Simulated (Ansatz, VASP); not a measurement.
Two plane-wave programs on MgO

The input INCAR:

```
SYSTEM = MgO
  PREC = Accurate
  ENCUT = 600
  EDIFF = 1E-6
  ISMEAR = 0
  SIGMA = 0.05
  LREAL = .False.
  LASPH = .True.
  NELM = 120
  ALGO = Normal
  ISIF = 2
  LWAVE = .False.
  LCHARG = .True.
  GGA = PS
  LELF = .True.
  LVHAR = .True.
  NBANDS = 26
  GGA_COMPAT = .False.
```

Contents of KPOINTS:

```
Automatic mesh
0
Gamma
  9 9 4
  0 0 0
```

File POSCAR:

```
MgO
1.0
    3.3034678071      0.0000000000      0.0000000000
   -1.6517339036      2.8608870415      0.0000000000
    0.0000000000      0.0000000000     10.0387760228
Mg O
4 4
Direct
    0.2509956156      0.6666666667     -0.0095965247
    0.4156710511      0.6666666667      0.5132548667
    0.6196146229      0.3333333333      0.2474406148
    0.7137187104      0.3333333333      0.7562177272
    0.2836549019      0.6666666667      0.1900862553
    0.3830117647      0.6666666667      0.7108554027
    0.7437872471      0.3333333333      0.4552458632
    0.5895460863      0.3333333333      0.9456957948
```

Input for Ansatz:

```yaml
crystal:
  lattice:
    - [3.3034678071, 0.0, 0.0]
    - [-1.6517339036, 2.8608870415, 0.0]
    - [0.0, 0.0, 10.0387760228]
  atoms:
    - { symbol: Mg, position: [0.2509956156, 0.6666666667, -0.0095965247] }
    - { symbol: Mg, position: [0.4156710511, 0.6666666667, 0.5132548667] }
    - { symbol: Mg, position: [0.6196146229, 0.3333333333, 0.2474406148] }
    - { symbol: Mg, position: [0.7137187104, 0.3333333333, 0.7562177272] }
    - { symbol: O, position: [0.2836549019, 0.6666666667, 0.1900862553] }
    - { symbol: O, position: [0.3830117647, 0.6666666667, 0.7108554027] }
    - { symbol: O, position: [0.7437872471, 0.3333333333, 0.4552458632] }
    - { symbol: O, position: [0.5895460863, 0.3333333333, 0.9456957948] }
basis:
  ecutwfc: 520.0
kpoints:
  mp_grid: { grid: [9, 9, 4] }
hamiltonian:
  xc: pbesol
  pseudopotentials: { kind: paw, azcp: { folder: soft_1 } }
scf:
  occupations: { method: gaussian, width: 0.05 }
output:
  forces: true
  stress: true
  eigenvalues: true
  write_density: true
  write_potential: true
  elf: true
  volumetric_format: npy
```

Change from the starting cell: mode 4 frozen in at -0.272 Å and mode 10 at -0.115 Å (largest displacements).

Alike in both runs: task single point; functional PBEsol; k mesh 9 × 9 × 4; occupations gaussian, width 0.05 eV; no spin polarisation.

|  | VASP | Ansatz |
| --- | --- | --- |
| version | VASP 6.6.1 | Ansatz 0.2.0 |
| potentials or method | VASP PAW PBE potentials, release 64 (Mg, O), cutoff 600 eV | scalar-relativistic, plane waves, PAW |
| valence electrons in the cell | 32 | 64 |

|  | VASP | Ansatz | Ansatz less VASP |
| --- | --- | --- | --- |
| gap on the k mesh at the Fermi level (eV) | 3.10 | 3.11 | +0.008 |
| least direct gap on the mesh (eV) | 3.10 | 3.11 | +0.008 |
| pressure (GPa) | -0.4 | 0.0 | +0.45 |
| traceless stress, the component that is largest in VASP (GPa) | -1.35 | -1.32 | +0.028 |
| rms of the force components (eV/Å) | 0.314 | 0.309 | -0.0049 |

VASP's potentials were made for PBE, not for PBEsol, and Ansatz warns of the same on its side. Atom by atom the forces differ by 0.006 eV/Å (rms over components). VASP's potentials hold 32 valence electrons a cell and Ansatz's 64, so a difference there can come from the potentials and not from the codes.
